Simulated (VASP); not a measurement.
# Na (P1) in VASP: further runs

The runs below take Na through single point, with PBEsol.

Everything below comes from runs of VASP 6.6.1. Logs are shortened: lines on timing, memory, paths and dates and some standing lists are left out, and cuts for length are marked.

### Step 1. The cell of the first run

The typed cell holds 18 atoms: a = 9.258 Å, b = 9.258 Å, c = 9.258 Å, α = 78.10°, β = 78.10°, γ = 78.10°.

### Step 2. Single point, PBEsol (dynamics (nve) at 2600 K, volume x 1.1, from the last frame before)

File INCAR:

```
PREC = Accurate
ENCUT = 520
EDIFF = 1E-6
ISMEAR = -1
SIGMA = 0.2241
LREAL = Auto
LASPH = T
NELM = 100
ALGO = Normal
ISIF = 2
LWAVE = F
LCHARG = T
GGA = PS
LELF = T
LVHAR = T
NBANDS = 78
```

File KPOINTS:

```
Automatic mesh
0
Gamma
  2 2 2
  0.5 0.5 0.5
```

File POSCAR:

```
Na
1.0
    0.0000000000      6.7352531595      6.3526518305
   -5.8329003371     -3.3676265798      6.3526518305
    5.8329003371     -3.3676265798      6.3526518305
Na
18
Direct
    0.3075050456      0.6434548132      0.3047231556
    0.6418464726      0.6326994396      0.9614302406
    0.3150048841      0.3167089702      0.6296354552
    0.2837203851      0.9771785541      0.9726031287
    0.6417341465      0.3002394164      0.3104105143
    0.9723769143      0.6312560447      0.6285052690
    0.9670205743      0.3216489090      0.9823972121
    0.6398559190      0.9815152450      0.6298123388
    0.9792300036      0.9676833399      0.3217612801
    0.3542994234      0.7114438816      0.6905311293
    0.6958135873      0.7078438957      0.3551366864
    0.3694374408      0.3562918451      0.0297674936
    0.3679287501      0.0294200481      0.3606016024
    0.6974810903      0.3500336622      0.6902318287
    0.0190218823      0.6837311624      0.0349144878
    0.0473484335      0.3349555486      0.3533391989
    0.6864134836      0.0214009275      0.0319575968
    0.0139616929      0.0324941061      0.7122415338
```

Potentials or basis: VASP PAW PBE potentials, release 64 (Na_pv).

Command:

```bash
$ cat potpaw_PBE.64/Na_pv/POTCAR > POTCAR
$ mpirun -np 1 vasp_std > vasp.out
```

OUTCAR:

```text
PREC = Accurate
   ENCUT = 520
   EDIFF = 1E-6
   ISMEAR = -1
   LREAL = Auto
   LASPH = T
   NELM = 100
   ISIF = 2
   GGA = PS

 ion  position               nearest neighbor table
   1  0.308  0.643  0.305-
   2  0.642  0.633  0.961-
   3  0.315  0.317  0.630-
   4  0.284  0.977  0.973-
   5  0.642  0.300  0.310-
   6  0.972  0.631  0.629-
[... 10 lines left out ...]
  17  0.686  0.021  0.032-
  18  0.014  0.032  0.712-

  LATTYP: Found a trigonal (rhomboedric) cell.
 ALAT       =     9.2584999002
 COS(alpha) =     0.2061876429

  Lattice vectors:

 A1 = (   0.0000000000,   6.7352531595,   6.3526518305)
 A2 = (  -5.8329003371,  -3.3676265798,   6.3526518305)
 A3 = (   5.8329003371,  -3.3676265798,   6.3526518305)

Analysis of symmetry for initial positions (statically):
=====================================================================
 Subroutine PRICEL returns:
 Original cell was already a primitive cell.

 Routine SETGRP: Setting up the symmetry group for a
 trigonal (rhombohedral) supercell.

 Subroutine GETGRP returns: Found  1 space group operations
 (whereof  1 operations were pure point group operations)
 out of a pool of 12 trial point group operations.

The static configuration has the point symmetry C_1 .

Analysis of symmetry for dynamics (positions and initial velocities):
=====================================================================
 Subroutine PRICEL returns:
 Original cell was already a primitive cell.

 Routine SETGRP: Setting up the symmetry group for a
 trigonal (rhombohedral) supercell.

 Subroutine GETGRP returns: Found  1 space group operations
 (whereof  1 operations were pure point group operations)
 out of a pool of 12 trial point group operations.

The dynamic configuration has the point symmetry C_1 .

 Subroutine INISYM returns: Found  1 space group operations
 (whereof  1 operations are pure point group operations),
 and found     1 'primitive' translations

----------------------------------------------------------------------------------------

                                     Primitive cell

  volume of cell :     748.7120

  direct lattice vectors                    reciprocal lattice vectors
     0.000000000  6.735253160  6.352651831     0.000000000  0.098981679  0.052471526
    -5.832900337 -3.367626580  6.352651831    -0.085720649 -0.049490840  0.052471526
     5.832900337 -3.367626580  6.352651831     0.085720649 -0.049490840  0.052471526

  length of vectors
     9.258499900  9.258499900  9.258499900     0.112029611  0.112029611  0.112029611

  position of ions in fractional coordinates (direct lattice)
     0.307505046  0.643454813  0.304723156
     0.641846473  0.632699440  0.961430241
     0.315004884  0.316708970  0.629635455
     0.283720385  0.977178554  0.972603129
     0.641734146  0.300239416  0.310410514
     0.972376914  0.631256045  0.628505269
[... 10 lines left out ...]
     0.686413484  0.021400927  0.031957597
     0.013961693  0.032494106  0.712241534

  ion indices of the primitive-cell ions
   primitive index   ion index
                 1           1
                 2           2
                 3           3
                 4           4
                 5           5
                 6           6
[... 10 lines left out ...]
                17          17
                18          18

----------------------------------------------------------------------------------------

 KPOINTS: Automatic mesh

Automatic generation of k-mesh.
 Grid dimensions read from file:
 generate k-points for:    2    2    2

 Generating k-lattice:

  Cartesian coordinates                     Fractional coordinates (reciprocal lattice)
     0.000000000  0.049490840  0.026235763     0.500000000 -0.000000000 -0.000000000
    -0.042860324 -0.024745420  0.026235763     0.000000000  0.500000000  0.000000000
     0.042860324 -0.024745420  0.026235763     0.000000000  0.000000000  0.500000000

  Length of vectors
     0.056014806  0.056014806  0.056014806

  Shift w.r.t. Gamma in fractional coordinates (k-lattice)
     0.500000000  0.500000000  0.500000000

 Subroutine IBZKPT returns following result:
 ===========================================

 Found      4 irreducible k-points:

 Following reciprocal coordinates:
            Coordinates               Weight
  0.250000  0.250000  0.250000      2.000000
 -0.250000  0.250000  0.250000      2.000000
  0.250000 -0.250000  0.250000      2.000000
  0.250000  0.250000 -0.250000      2.000000
   k-points           NKPTS =      4   k-points in BZ     NKDIM =      4   number of bands    NBANDS=     78
   number of dos      NEDOS =    301   number of ions     NIONS =     18
   total plane-waves  NPLWV = 343000
   dimension x,y,z NGX =    70 NGY =   70 NGZ =   70
   dimension x,y,z NGXF=   140 NGYF=  140 NGZF=  140
   ions per type =              18
   NGX,Y,Z   is equivalent  to a cutoff of  12.57, 12.57, 12.57 a.u.
   NGXF,Y,Z  is equivalent  to a cutoff of  25.14, 25.14, 25.14 a.u.
 SYSTEM =  unknown system
   PREC   = accura    normal or accurate (medium, high low for compatibility)
   ISTART =      0    job   : 0-new  1-cont  2-samecut
   ICHARG =      2    charge: 1-file 2-atom 10-const
   ISPIN  =      1    spin polarized calculation?
   LNONCOLLINEAR =      F non collinear calculations
   LSORBIT =      F    spin-orbit coupling
   LASPH  =      T    aspherical Exc in radial PAW
   ENCUT  =  520.0 eV  38.22 Ry    6.18 a.u.  17.21 17.21 17.21*2*pi/ulx,y,z
   NELM   =    100;   NELMIN=  2; NELMDL= -5     # of ELM steps
   EDIFF  = 0.1E-05   stopping-criterion for ELM
   LREAL  =      T    real-space projection
   EDIFFG = 0.1E-04   stopping-criterion for IOM
   NSW    =      0    number of steps for IOM
   IBRION =     -1    ionic relax: 0-MD 1-quasi-New 2-CG
   NFREE  =      0    steps in history (QN), initial steepest desc. (CG)
   ISIF   =      2    stress and relaxation
   ISYM   =      2    0-nonsym 1-usesym 2-fastsym
   POTIM  = 0.5000    time-step for ionic-motion
   TEBEG  =    0.0;   TEEND  =   0.0 temperature during run
   PSTRESS=    0.0 pullay stress
   NELECT =     126.0000    total number of electrons
   NUPDOWN=      -1.0000    fix difference up-down
   EMIN   =  10.00;   EMAX   =-10.00  energy-range for DOS
   EFERMI =   0.00;   METHOD = LEGACY
   ISMEAR =    -1;   SIGMA  =   0.22  broadening in eV -4-tet -1-fermi 0-gaus
   EFERMI_NEDOS =   21; number of points for ismear=-14 and -15
   IALGO  =     38    algorithm
   IMIX   =      4    mixing-type and parameters
     AMIX     =   0.40;   BMIX     =  1.00
     AMIX_MAG =   1.60;   BMIX_MAG =  1.00
  volume/ion in A,a.u.               =      41.60       280.70
  Fermi-wavevector in a.u.,A,eV,Ry     =   0.903844  1.708017 11.115058  0.816934
  Thomas-Fermi vector in A             =   2.027219
   LORBIT       =      0    0 simple, 1 ext, 2 COOP (PROOUT), +10 PAW based schemes
   GGA     = PS    functional components
   LHFCALC =     F    Hartree Fock is set to
   AEXX    =    0.0000 exact exchange contribution
   IVDW    =     0    specifies the selected vdW correction
   LEPSILON=     F    determine dielectric tensor
   LRPA    =     F    only Hartree local field effects (RPA)
 non-spin polarized calculation
  energy-cutoff  :      520.00
  volume of cell :      748.71
 maximum number of plane-waves:     20178
 NGX is ok and might be reduce to    70
   NGX = 35   NGY = 35   NGZ = 35

 number of electron     126.0000023 magnetization

 Free energy of the ion-electron system (eV)
  ---------------------------------------------------
  ext. energy  EPLUGINS =         0.00000000
  ---------------------------------------------------
  free energy    TOTEN  =       -25.31658725 eV

  energy without entropy =      -23.51770022  energy(sigma->0) =      -24.41714374

 E-fermi :   0.0268     XC(G=0):  -6.2038

 val. band max:       -0.2611192826   @ k =   0.2500   0.2500   0.2500
 cond. band min:       0.1175950292   @ k =   0.2500  -0.2500   0.2500
 fundamental gap:      0.3787143118
 Fermi energy:         0.0267653631

 k-point     1 :       0.2500    0.2500    0.2500
  band No.  band energies     occupation
      1     -24.9180      2.00000
      2     -24.9166      2.00000
      3     -24.9152      2.00000
      4     -24.9143      2.00000
      5     -24.9139      2.00000
      6     -24.9123      2.00000
[... 67 lines left out ...]
     74       1.6236      0.00161
     75       2.4970      0.00003

 k-point     2 :      -0.2500    0.2500    0.2500
  band No.  band energies     occupation
      1     -24.9183      2.00000
      2     -24.9173      2.00000
      3     -24.9158      2.00000
      4     -24.9146      2.00000
      5     -24.9141      2.00000
      6     -24.9124      2.00000
[... 67 lines left out ...]
     74       2.2747      0.00009
     75       2.3510      0.00006

 k-point     3 :       0.2500   -0.2500    0.2500
  band No.  band energies     occupation
      1     -24.9184      2.00000
      2     -24.9172      2.00000
      3     -24.9155      2.00000
      4     -24.9147      2.00000
      5     -24.9141      2.00000
      6     -24.9128      2.00000
[... 67 lines left out ...]
     74       2.2848      0.00008
     75       2.3499      0.00006

 k-point     4 :       0.2500    0.2500   -0.2500
  band No.  band energies     occupation
      1     -24.9184      2.00000
      2     -24.9169      2.00000
      3     -24.9157      2.00000
      4     -24.9146      2.00000
      5     -24.9143      2.00000
      6     -24.9127      2.00000
[... 67 lines left out ...]
     74       2.2789      0.00009
     75       2.3499      0.00006
 [bands above 75 left out]

------------------------ aborting loop because EDIFF is reached ----------------------------------------

  FORCE on cell =-STRESS in cart. coord.  units (eV):
  Direction    XX          YY          ZZ          XY          YZ          ZX
  --------------------------------------------------------------------------------------
  -------------------------------------------------------------------------------------
  Total       -2.5508427     -2.5910739     -3.7463827      0.1478688      0.0232455     -0.0113122
  in kB       -5.4585774     -5.5446687     -8.0169271      0.3164262      0.0497434     -0.0242072
  external PRESSURE =      -6.3400577 kB  Pullay stress =       0.0000000 kB

 VOLUME and BASIS-vectors are now :
 -----------------------------------------------------------------------------
  energy-cutoff  :      520.00
  volume of cell :      748.71
      direct lattice vectors                 reciprocal lattice vectors
     0.000000000  6.735253160  6.352651831     0.000000000  0.098981679  0.052471526
    -5.832900337 -3.367626580  6.352651831    -0.085720649 -0.049490840  0.052471526
     5.832900337 -3.367626580  6.352651831     0.085720649 -0.049490840  0.052471526

 POSITION                                       TOTAL-FORCE (eV/Angst)
 -----------------------------------------------------------------------------------
     -1.97579     -1.12199      7.97692        -0.006723      0.030355     -0.021484
      1.91745     -1.04544     14.20438        -0.021473     -0.053531      0.016090
      1.82527     -1.06530      8.01291         0.056750     -0.042778     -0.022717
     -0.02669     -4.65521     14.18866         0.007689      0.044845      0.060187
      0.05933      2.26580      7.95596        -0.055702      0.012676      0.007211
     -0.01605      2.30680     14.18000         0.016829     -0.015193      0.027485
[... 10 lines left out ...]
      0.06158      4.44348      4.69951        -0.024496      0.016457      0.022662
      3.96490     -2.41396      4.81974        -0.020789      0.058327     -0.016281
 -----------------------------------------------------------------------------------
    total drift:                               -0.000545      0.000268      0.000328

  FREE ENERGIE OF THE ION-ELECTRON SYSTEM (eV)
  ---------------------------------------------------
  free  energy   TOTEN  =       -25.3165872536 eV

  energy  without entropy=      -23.5177002214  energy(sigma->0) =      -24.41714374
```

Wall time 2.2 min (1 thread of Intel Xeon 6975P-C (Granite Rapids), shared host); peak memory 0.69 GiB.

Results:

| Quantity | Value |
| --- | --- |
| Free energy | -25.3166 eV |
| Pressure | -0.6 GPa |
| Largest force | 0.129 eV/Å |
| Band gap on the k mesh | zero (band 63 reaches 0.17 eV, above the bottom of band 64 at -0.28 eV) |

Forces on the atoms (eV/Å):
```
Na  -0.007  0.030 -0.021
Na  -0.021 -0.054  0.016
Na   0.057 -0.043 -0.023
Na   0.008  0.045  0.060
Na  -0.056  0.013  0.007
Na   0.017 -0.015  0.027
Na   0.024  0.062 -0.091
Na   0.073 -0.013 -0.005
Na  -0.039  0.001 -0.053
Na   0.045  0.021 -0.020
Na   0.081  0.018 -0.040
Na  -0.037 -0.010 -0.015
Na   0.016 -0.013 -0.017
Na  -0.041 -0.030  0.050
Na  -0.039  0.019  0.054
Na  -0.034 -0.105  0.066
Na  -0.024  0.016  0.023
Na  -0.021  0.058 -0.016
```

Caveat: the PAW data sets were made with another functional, which shifts forces and pressure a little.

### Step 3. Single point, PBEsol (dynamics (nve) at 2600 K, volume x 1.1, from the last frame before)

File INCAR:

```
SYSTEM = Na
PREC = Accurate
ENCUT = 520
EDIFF = 1E-7
ISMEAR = -1
SIGMA = 0.2241
LREAL = Auto
LASPH = .True.
NELM = 100
ALGO = Normal
ISIF = 2
LWAVE = .False.
LCHARG = .False.
GGA = PS
NBANDS = 78
```

KPOINTS is that of step 2.

File POSCAR:

```
Na
1.0
    0.0000000000      6.7352531595      6.3526518305
   -5.8329003371     -3.3676265798      6.3526518305
    5.8329003371     -3.3676265798      6.3526518305
Na
18
Direct
    0.3098648979      0.6486930093      0.3036060228
    0.6450983019      0.6257177319      0.9489073788
    0.3257848117      0.3295489064      0.6190961131
    0.2585842537      0.9829764905      0.9731342171
    0.6451310183      0.2942424316      0.3158370059
    0.9725551205      0.6223755083      0.6165537047
    0.9610107946      0.3399592789      0.9940009699
    0.6409148680      0.9920823635      0.6195241378
    0.9872858271      0.9623992869      0.3403956882
    0.3463894846      0.7310108236      0.6860426286
    0.6973859665      0.7230390228      0.3483511533
    0.3790697151      0.3507994964      0.0319354850
    0.3757979980      0.0312557743      0.3600553233
    0.7010079664      0.3374609659      0.6853472459
    0.0090239234      0.6714893918      0.0431805252
    0.0698699982      0.3049734338      0.3445329988
    0.6771645811      0.0140726480      0.0367467882
   -0.0019394501      0.0379032786      0.7327526273
```

Potentials or basis: VASP PAW PBE potentials, release 64 (Na_pv).

Command:

```bash
$ cat potpaw_PBE.64/Na_pv/POTCAR > POTCAR
$ mpirun -np 1 vasp_std > vasp.out
```

Run time: 2.5 min. Hardware: 1 thread of Intel Xeon 6975P-C (Granite Rapids), shared host; peak memory 0.69 GiB.

Results (log left out):

- Free energy: -25.0112 eV
- Pressure: -0.5 GPa
- Largest force: 0.290 eV/Å
- Band gap on the k mesh: zero (band 63 reaches 0.16 eV, above the bottom of band 64 at -0.27 eV)

Forces in eV/Å, atoms in the order of the input:
```
Na  -0.023  0.065 -0.041
Na  -0.053 -0.110  0.028
Na   0.109 -0.089 -0.045
Na   0.031  0.076  0.146
Na  -0.134  0.041  0.007
Na   0.049 -0.024  0.044
Na   0.068  0.149 -0.230
Na   0.173 -0.019 -0.023
Na  -0.050  0.005 -0.115
Na   0.085  0.029 -0.048
Na   0.170  0.014 -0.072
Na  -0.076 -0.023 -0.032
Na   0.040  0.005 -0.032
Na  -0.088 -0.071  0.122
Na  -0.108  0.029  0.163
Na  -0.082 -0.229  0.157
Na  -0.067  0.032  0.024
Na  -0.043  0.120 -0.051
```

Stress tensor (GPa, compression positive):
```
-0.39  0.09 -0.02
 0.09 -0.41  0.03
-0.02  0.03 -0.69
```

Levels at points of the mesh, in eV from the Fermi level:
| k point | band 57 | band 58 | band 59 | band 60 | band 61 | band 62 | band 63 | band 64 | band 65 | band 66 |
| --- | --- | --- | --- | --- | --- | --- | --- | --- | --- | --- |
| (0.25, 0.25, 0.25) | -1.54 | -1.50 | -1.01 | -0.96 | -0.90 | -0.85 | -0.37 | -0.30 | -0.25 | 1.38 |

Caveat: the PAW data sets were made with another functional, which shifts forces and pressure a little.

[end of part 1 of 2]
